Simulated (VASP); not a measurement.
# In3P (Cmmm) in VASP: notebook

The runs below take In3P through single point, relaxation of cell and atoms, with PBE.

Program: VASP 6.6.1. These are calculated values, not measurements. Logs are shortened: lines on timing, memory, paths and dates and some standing lists are left out, and cuts for length are marked.

### Step 1. The cell of the first run

The structure is orthorhombic, space group Cmmm (No. 65). Conventional cell: a = 3.534 Å, b = 5.026 Å, c = 10.050 Å, α = 90.00°, β = 90.00°, γ = 90.00°. Within 4.0 Å of In (site symmetry mm2) lie 4 P at 3.07 to 3.55 Å and 10 In at 3.07 to 3.56 Å. In (site symmetry mmm) has 14 In at 3.07 to 3.56 Å within 4.0 Å. Within 4.0 Å of P (site symmetry mmm) lie 8 In at 3.07 to 3.55 Å and 6 P at 3.07 to 3.53 Å.

### Step 2. Single point, PBE

Input file INCAR:

```
PREC = Accurate ; ENCUT = 520
EDIFF = 1E-7 ; ISMEAR = 0
SIGMA = 0.1 ; LREAL = F
LASPH = T ; NELM = 100
ALGO = Normal ; ISIF = 2
LWAVE = F ; LCHARG = F
GGA = PE ; NBANDS = 30
```

Input file KPOINTS:

```
Automatic mesh
0
Gamma
  6 6 2
```

Input file POSCAR:

```
In3P
1.0
    1.7669565800     -2.5130152800      0.0000000000
    1.7669565800      2.5130152800      0.0000000000
    0.0000000000      0.0000000000     10.0500449100
In P
3 1
Direct
    0.5000000000      0.5000000000      0.7507200200
    0.0000000000      0.0000000000      0.5000000000
    0.5000000000      0.5000000000      0.2492799800
    0.0000000000      0.0000000000      0.0000000000
```

Potentials or basis: VASP PAW PBE potentials, release 64 (In_d, P).

The run is started by

```console
cat potpaw_PBE.64/In_d/POTCAR potpaw_PBE.64/P/POTCAR > POTCAR
mpirun -np 1 vasp_std > vasp.out
```

OUTCAR:

```text
PREC = Accurate
   ENCUT = 520
   EDIFF = 1E-7
   ISMEAR = 0
   LREAL = F
   LASPH = T
   NELM = 100
   ISIF = 2
   GGA = PE

 ion  position               nearest neighbor table
   1  0.500  0.500  0.751-   4 3.07   4 3.07   2 3.08   2 3.08   2 3.56   2 3.56
   2  0.000  0.000  0.500-   1 3.08   3 3.08   1 3.08   3 3.08   1 3.56   3 3.56   1 3.56   3 3.56

   3  0.500  0.500  0.249-   4 3.07   4 3.07   2 3.08   2 3.08   2 3.56   2 3.56
   4  0.000  0.000  0.000-   1 3.07   3 3.07   1 3.07   3 3.07

  LATTYP: Found a base centered orthorhombic cell.
 ALAT       =     3.5339131600
 B/A-ratio  =     1.4222280889
 C/A-ratio  =     2.8438856460

  Lattice vectors:

 A1 = (   1.7669565800,  -2.5130152800,   0.0000000000)
 A2 = (   1.7669565800,   2.5130152800,   0.0000000000)
 A3 = (   0.0000000000,   0.0000000000,  10.0500449100)

Analysis of symmetry for initial positions (statically):
=====================================================================
 Subroutine PRICEL returns:
 Original cell was already a primitive cell.

 Routine SETGRP: Setting up the symmetry group for a
 base centered orthorhombic supercell.

 Subroutine GETGRP returns: Found  8 space group operations
 (whereof  8 operations were pure point group operations)
 out of a pool of  8 trial point group operations.

The static configuration has the point symmetry D_2h.

Analysis of symmetry for dynamics (positions and initial velocities):
=====================================================================
 Subroutine PRICEL returns:
 Original cell was already a primitive cell.

 Routine SETGRP: Setting up the symmetry group for a
 base centered orthorhombic supercell.

 Subroutine GETGRP returns: Found  8 space group operations
 (whereof  8 operations were pure point group operations)
 out of a pool of  8 trial point group operations.

The dynamic configuration has the point symmetry D_2h.

 Subroutine INISYM returns: Found  8 space group operations
 (whereof  8 operations are pure point group operations),
 and found     1 'primitive' translations

----------------------------------------------------------------------------------------

                                     Primitive cell

  volume of cell :      89.2522

  direct lattice vectors                    reciprocal lattice vectors
     1.766956580 -2.513015280  0.000000000     0.282972432 -0.198964170  0.000000000
     1.766956580  2.513015280  0.000000000     0.282972432  0.198964170  0.000000000
     0.000000000  0.000000000 10.050044910     0.000000000  0.000000000  0.099502043

  length of vectors
     3.072032121  3.072032121 10.050044910     0.345919265  0.345919265  0.099502043

  position of ions in fractional coordinates (direct lattice)
     0.500000000  0.500000000  0.750720020
     0.000000000  0.000000000  0.500000000
     0.500000000  0.500000000  0.249279980
     0.000000000  0.000000000  0.000000000

  ion indices of the primitive-cell ions
   primitive index   ion index
                 1           1
                 2           2
                 3           3
                 4           4

----------------------------------------------------------------------------------------

 KPOINTS: Automatic mesh

Automatic generation of k-mesh.
 Grid dimensions read from file:
 generate k-points for:    6    6    2

 Generating k-lattice:

  Cartesian coordinates                     Fractional coordinates (reciprocal lattice)
     0.047162072 -0.033160695  0.000000000     0.166666667  0.000000000  0.000000000
     0.047162072  0.033160695  0.000000000     0.000000000  0.166666667  0.000000000
     0.000000000  0.000000000  0.049751021     0.000000000  0.000000000  0.500000000

  Length of vectors
     0.057653211  0.057653211  0.049751021

  Shift w.r.t. Gamma in fractional coordinates (k-lattice)
     0.000000000  0.000000000  0.000000000

 Subroutine IBZKPT returns following result:
 ===========================================

 Found     26 irreducible k-points:

 Following reciprocal coordinates:
            Coordinates               Weight
  0.000000  0.000000  0.000000      1.000000
  0.166667 -0.000000  0.000000      4.000000
  0.333333 -0.000000  0.000000      4.000000
  0.500000  0.000000  0.000000      2.000000
  0.166667  0.166667  0.000000      2.000000
  0.333333  0.166667  0.000000      4.000000
[... 16 lines left out ...]
  0.333333  0.333333  0.500000      2.000000
  0.500000  0.333333  0.500000      4.000000
 [... further k-points ...]
   k-points           NKPTS =     26   k-points in BZ     NKDIM =     26   number of bands    NBANDS=     30
   number of dos      NEDOS =    301   number of ions     NIONS =      4
   total plane-waves  NPLWV =  46080
   dimension x,y,z NGX =    24 NGY =   24 NGZ =   80
   dimension x,y,z NGXF=    48 NGYF=   48 NGZF=  160
   ions per type =               3   1
   NGX,Y,Z   is equivalent  to a cutoff of  12.99, 12.99, 13.23 a.u.
   NGXF,Y,Z  is equivalent  to a cutoff of  25.98, 25.98, 26.47 a.u.
 SYSTEM =  unknown system
   PREC   = accura    normal or accurate (medium, high low for compatibility)
   ISTART =      0    job   : 0-new  1-cont  2-samecut
   ICHARG =      2    charge: 1-file 2-atom 10-const
   ISPIN  =      1    spin polarized calculation?
   LNONCOLLINEAR =      F non collinear calculations
   LSORBIT =      F    spin-orbit coupling
   LASPH  =      T    aspherical Exc in radial PAW
   ENCUT  =  520.0 eV  38.22 Ry    6.18 a.u.   5.71  5.71 18.69*2*pi/ulx,y,z
   NELM   =    100;   NELMIN=  2; NELMDL= -5     # of ELM steps
   EDIFF  = 0.1E-06   stopping-criterion for ELM
   LREAL  =      F    real-space projection
   EDIFFG = 0.1E-05   stopping-criterion for IOM
   NSW    =      0    number of steps for IOM
   IBRION =     -1    ionic relax: 0-MD 1-quasi-New 2-CG
   NFREE  =      0    steps in history (QN), initial steepest desc. (CG)
   ISIF   =      2    stress and relaxation
   ISYM   =      2    0-nonsym 1-usesym 2-fastsym
   POTIM  = 0.5000    time-step for ionic-motion
   TEBEG  =    0.0;   TEEND  =   0.0 temperature during run
   PSTRESS=    0.0 pullay stress
   NELECT =      44.0000    total number of electrons
   NUPDOWN=      -1.0000    fix difference up-down
   EMIN   =  10.00;   EMAX   =-10.00  energy-range for DOS
   EFERMI =   0.00;   METHOD = LEGACY
   ISMEAR =     0;   SIGMA  =   0.10  broadening in eV -4-tet -1-fermi 0-gaus
   EFERMI_NEDOS =   21; number of points for ismear=-14 and -15
   IALGO  =     38    algorithm
   IMIX   =      4    mixing-type and parameters
     AMIX     =   0.40;   BMIX     =  1.00
     AMIX_MAG =   1.60;   BMIX_MAG =  1.00
  volume/ion in A,a.u.               =      22.31       150.58
  Fermi-wavevector in a.u.,A,eV,Ry     =   1.293261  2.443908 22.756057  1.672523
  Thomas-Fermi vector in A             =   2.424917
   LORBIT       =      0    0 simple, 1 ext, 2 COOP (PROOUT), +10 PAW based schemes
   GGA     = PE    functional components
   LHFCALC =     F    Hartree Fock is set to
   AEXX    =    0.0000 exact exchange contribution
   IVDW    =     0    specifies the selected vdW correction
   LEPSILON=     F    determine dielectric tensor
   LRPA    =     F    only Hartree local field effects (RPA)
 non-spin polarized calculation
 Gauss-broadening in eV      SIGMA  =   0.10
  energy-cutoff  :      520.00
  volume of cell :       89.25
 maximum number of plane-waves:      2436
   NGX = 11   NGY = 11   NGZ = 37

 number of electron      43.9999988 magnetization

 Free energy of the ion-electron system (eV)
  ---------------------------------------------------
  ext. energy  EPLUGINS =         0.00000000
  ---------------------------------------------------
  free energy    TOTEN  =       -11.53634830 eV

  energy without entropy =      -11.52205199  energy(sigma->0) =      -11.52920015

 E-fermi :   8.0960     XC(G=0): -10.6790

 val. band max:        8.0863601330   @ k =   0.5000   0.1667   0.0000
 cond. band min:       8.1290781917   @ k =   0.5000   0.5000   0.5000
 fundamental gap:      0.0427180586
 Fermi energy:         8.0959847698

 k-point     1 :       0.0000    0.0000    0.0000
  band No.  band energies     occupation
      1      -6.7764      2.00000
      2      -6.7352      2.00000
      3      -6.6842      2.00000
      4      -6.6456      2.00000
      5      -6.6135      2.00000
      6      -6.6065      2.00000
[... 22 lines left out ...]
     29      16.9072      0.00000
     30      17.9950      0.00000

 k-point     2 :       0.1667   -0.0000    0.0000
  band No.  band energies     occupation
      1      -6.7398      2.00000
      2      -6.7117      2.00000
      3      -6.6515      2.00000
      4      -6.6039      2.00000
      5      -6.6025      2.00000
      6      -6.5228      2.00000
[... 22 lines left out ...]
     29      16.4933      0.00000
     30      16.7176      0.00000

 k-point     3 :       0.3333   -0.0000    0.0000
  band No.  band energies     occupation
      1      -6.7524      2.00000
      2      -6.7408      2.00000
      3      -6.7108      2.00000
      4      -6.6261      2.00000
      5      -6.6065      2.00000
      6      -6.4623      2.00000
[... 22 lines left out ...]
     29      15.0265      0.00000
     30      15.9593      0.00000

 k-point     4 :       0.5000    0.0000    0.0000
  band No.  band energies     occupation
      1      -6.7818      2.00000
      2      -6.7572      2.00000
      3      -6.7448      2.00000
      4      -6.6671      2.00000
      5      -6.6557      2.00000
      6      -6.5433      2.00000
[... 22 lines left out ...]
     29      14.9169      0.00000
     30      15.8120      0.00000

 k-point     5 :       0.1667    0.1667    0.0000
  band No.  band energies     occupation
      1      -6.6693      2.00000
      2      -6.6473      2.00000
      3      -6.6435      2.00000
      4      -6.6355      2.00000
      5      -6.5654      2.00000
      6      -6.5076      2.00000
[... 22 lines left out ...]
     29      15.1247      0.00000
     30      15.1393      0.00000
[... 526 lines left out ...]
     29      15.4229      0.00000
     30      16.2140      0.00000

 k-point    22 :      -0.1667    0.1667    0.5000
  band No.  band energies     occupation
      1      -6.6000      2.00000
      2      -6.5984      2.00000
      3      -6.5812      2.00000
      4      -6.5521      2.00000
      5      -6.5425      2.00000
      6      -6.5224      2.00000
[... 22 lines left out ...]
     29      16.2276      0.00000
     30      16.6639      0.00000

 k-point    23 :       0.3333    0.3333    0.5000
  band No.  band energies     occupation
      1      -6.6710      2.00000
      2      -6.6168      2.00000
      3      -6.6026      2.00000
      4      -6.4992      2.00000
      5      -6.4777      2.00000
      6      -6.4644      2.00000
[... 22 lines left out ...]
     29      13.1867      0.00000
     30      14.0807      0.00000

 k-point    24 :       0.5000    0.3333    0.5000
  band No.  band energies     occupation
      1      -6.6789      2.00000
      2      -6.6751      2.00000
      3      -6.6723      2.00000
      4      -6.6111      2.00000
      5      -6.5921      2.00000
      6      -6.5151      2.00000
[... 22 lines left out ...]
     29      12.5600      0.00000
     30      14.5372      0.00000

 [... further k-points ...]
[... 5 lines left out ...]
  --------------------------------------------------------------------------------------
  -------------------------------------------------------------------------------------
  Total        3.1506799      2.6154206      3.0860543      0.0000000      0.0000000      0.0000000
  in kB       56.5582360     46.9497328     55.3981351      0.0000000      0.0000000      0.0000000
  external PRESSURE =      52.9687013 kB  Pullay stress =       0.0000000 kB

 VOLUME and BASIS-vectors are now :
 -----------------------------------------------------------------------------
  energy-cutoff  :      520.00
  volume of cell :       89.25
      direct lattice vectors                 reciprocal lattice vectors
     1.766956580 -2.513015280  0.000000000     0.282972432 -0.198964170  0.000000000
     1.766956580  2.513015280  0.000000000     0.282972432  0.198964170  0.000000000
     0.000000000  0.000000000 10.050044910     0.000000000  0.000000000  0.099502043

 POSITION                                       TOTAL-FORCE (eV/Angst)
 -----------------------------------------------------------------------------------
      1.76696      0.00000      7.54477         0.000000      0.000000      1.054786
      0.00000      0.00000      5.02502         0.000000      0.000000      0.000000
      1.76696      0.00000      2.50527        -0.000000      0.000000     -1.054786
      0.00000      0.00000      0.00000         0.000000     -0.000000      0.000000
 -----------------------------------------------------------------------------------
    total drift:                                0.000000     -0.000000      0.000000

  FREE ENERGIE OF THE ION-ELECTRON SYSTEM (eV)
  ---------------------------------------------------
  free  energy   TOTEN  =       -11.5363483040 eV

  energy  without entropy=      -11.5220519922  energy(sigma->0) =      -11.52920015
```

Run time: 56 s. Hardware: 1 thread of Intel Xeon Platinum 8259CL at 2.50GHz (Skylake/Cascade Lake), shared host; peak memory 0.22 GiB.

What came out:

```yaml
Free_energy: -11.5363 eV
Pressure: 5.3 GPa
Largest_force: 1.055 eV/Å
Band_gap_on_the_k_mesh: zero (band 22 reaches 10.62 eV, above the bottom of band 23 at 6.47 eV)
```

Forces in eV/Å, atoms in the order of the input:
```
In   0.000  0.000  1.055
In   0.000  0.000  0.000
In   0.000  0.000 -1.055
P    0.000  0.000  0.000
```

Caveat: the k points lie up to 0.36 Å⁻¹ apart; spin-orbit coupling is left out, which moves the levels of the heavy elements; forces of over 1 eV/Å act on the atoms, so gaps and moduli don't describe the material at rest.

### Step 3. Single point, PBE

This run uses another cell than the first one, of 25.03 Å³/atom, 1.122 times its volume.

Input file INCAR:

```
ALGO = Normal ; EDIFF = 1E-7
ENCUT = 520 ; GGA = PE
ISIF = 2 ; ISMEAR = 0
LASPH = T ; LCHARG = F
LREAL = F ; LWAVE = F
NBANDS = 30 ; NELM = 100
PREC = Accurate ; SIGMA = 0.1
```

Input file KPOINTS:

```
k-points
0
Gamma
  6 6 2
```

Input file POSCAR:

```
In3P
1.0
    2.0824424749     -2.7208801218      0.0000000000
    2.0824424749      2.7208801218      0.0000000000
    0.0000000000      0.0000000000      8.8345196366
In P
3 1
Direct
    0.5000000000      0.5000000000      0.7916014964
    0.0000000000      0.0000000000      0.5000000000
    0.5000000000      0.5000000000      0.2083985036
    0.0000000000      0.0000000000      0.0000000000
```

Potentials or basis: VASP PAW PBE potentials, release 64 (In_d, P).

The run is started by

```console
cat potpaw_PBE.64/In_d/POTCAR potpaw_PBE.64/P/POTCAR > POTCAR
mpirun -np 1 vasp_std > vasp.out
```

Wall time 79 s (1 thread of Intel Xeon Platinum 8259CL at 2.50GHz (Skylake/Cascade Lake), shared host); peak memory 0.25 GiB.

The run converged. Its results:

```yaml
Free_energy: -12.5112 eV
Pressure: 0.0 GPa
Largest_force: 0.004 eV/Å
Band_gap_on_the_k_mesh: zero (band 22 reaches 8.06 eV, above the bottom of band 23 at 5.78 eV)
```

Forces on the atoms (eV/Å):
```
In   0.000  0.000 -0.004
In   0.000  0.000  0.000
In   0.000  0.000  0.004
P    0.000  0.000  0.000
```

Stress tensor (GPa, compression positive):
```
 0.16  0.00  0.00
 0.00 -0.13  0.00
 0.00  0.00 -0.04
```

Levels at points of the mesh, in eV from the Fermi level:
```
           k point  band 19  band 20  band 21  band 22  band 23  band 24  band 25  band 26
(0.00, 0.00, 0.00)    -2.51    -2.29    -0.54     0.93     3.35     4.51     5.25     5.32
(0.50, 0.00, 0.00)    -4.13    -4.10    -3.44     0.32     0.90     1.16     1.80     2.53
(0.50, 0.50, 0.00)    -3.32    -2.95    -1.48    -1.36    -1.20     0.23     1.21     1.35
(0.00, 0.00, 0.50)    -5.48    -0.52     0.93     1.05     1.27     4.36     5.05     5.89
(0.50, 0.00, 0.50)    -4.84    -2.85    -1.45    -1.36    -1.15     0.40     3.69     3.84
(0.50, 0.50, 0.50)    -2.90    -2.36    -2.35    -1.85     0.29     0.69     0.74     0.86
```

Caveat: spin-orbit coupling is left out, which moves the levels of the heavy elements.

[end of part 1 of 2]
